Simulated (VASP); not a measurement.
Wanted: the native input for a VASP 6.6.1 run.

```
Task                   : single point
Functional             : PBEsol
Potentials or basis    : VASP PAW PBE potentials, release 64 (In_d, Sb)
Cutoff                 : 520 eV
k mesh                 : 12 × 12 × 12
Occupations            : fermi-dirac, width 0.15 eV
Spin                   : no spin polarisation
Dipole correction      : no
Further INCAR settings : ALGO = Normal; EDIFF = 1e-06; NBANDS = 16
```

The structure of InSb lies in POSCAR:

```
InSb
1.0
    0.0000000000      3.0681795556      3.0681795556
    3.0681795556      0.0000000000      3.0681795556
    3.0681795556      3.0681795556      0.0000000000
In Sb
1 1
Direct
    0.0000000000      0.0000000000      0.0000000000
    0.7500000000      0.7500000000      0.7500000000
```

These files were run (other wordings do the same):

INCAR

```
PREC = Accurate
ENCUT = 520
EDIFF = 1E-6
ISMEAR = -1
SIGMA = 0.15
LREAL = F
LASPH = T
NELM = 80
ALGO = Normal
ISIF = 2
LWAVE = F
LCHARG = F
GGA = PS
NBANDS = 16
```

KPOINTS

```
regular mesh
0
Gamma
  12 12 12
```

Potentials or basis: VASP PAW PBE potentials, release 64 (In_d, Sb).

Launch:

```sh
$ cat potpaw_PBE.64/In_d/POTCAR potpaw_PBE.64/Sb/POTCAR > POTCAR
$ mpirun -np 1 vasp_std > vasp.out
```

It gave:

The pressure is 12.0 GPa and the band gap on the k mesh is 0.70 eV.

Caveat: the cell stands under pressure; semilocal functionals underestimate gaps, and a narrow one can read as zero; the PAW data sets were made with another functional, which shifts forces and pressure a little; spin-orbit coupling is left out, which moves the levels of the heavy elements.

Wall time 64 s on 1 thread of AMD EPYC 7R13, with other jobs on the host, peak memory 0.19 GiB.
